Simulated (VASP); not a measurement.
A run of VASP 6.6.1 is set up as follows.

INCAR

```
SYSTEM = VN
PREC = Accurate
ENCUT = 600
EDIFF = 1E-6
ISMEAR = 0
SIGMA = 0.1
LREAL = .False.
LASPH = .True.
NELM = 200
ALGO = Normal
ISIF = 2
LWAVE = .False.
LCHARG = .True.
ISPIN = 2
MAGMOM = 0.3 0
LORBIT = 11
LMAXMIX = 4
GGA = PE
LELF = .True.
LVHAR = .True.
NBANDS = 20
GGA_COMPAT = .False.
```

File KPOINTS:

```
regular mesh
0
Gamma
  2 2 2
  0 0 0
```

The input POSCAR:

```
VN
1.0
    0.0000000000      2.0600989161      2.0600989161
    2.0600989161      0.0000000000      2.0600989161
    2.0600989161      2.0600989161      0.0000000000
V N
1 1
Direct
    0.0000000000      0.0000000000      0.0000000000
    0.5000000000      0.5000000000      0.5000000000
```

Potentials or basis: VASP PAW PBE potentials, release 64 (V_sv, N).

Launch:

```sh
$ cat potpaw_PBE.64/V_sv/POTCAR potpaw_PBE.64/N/POTCAR > POTCAR
$ mpirun -np 1 vasp_std > vasp.out
```

(1) Estimate the band gap on the k mesh.

(2) Estimate the pressure.

(3) Estimate the net moment.

## Answers

(1) zero (filled and empty bands overlap).

(2) 0.3 GPa.

(3) 0.00 μB per cell.

Caveat: the k points lie up to 1.32 Å⁻¹ apart.
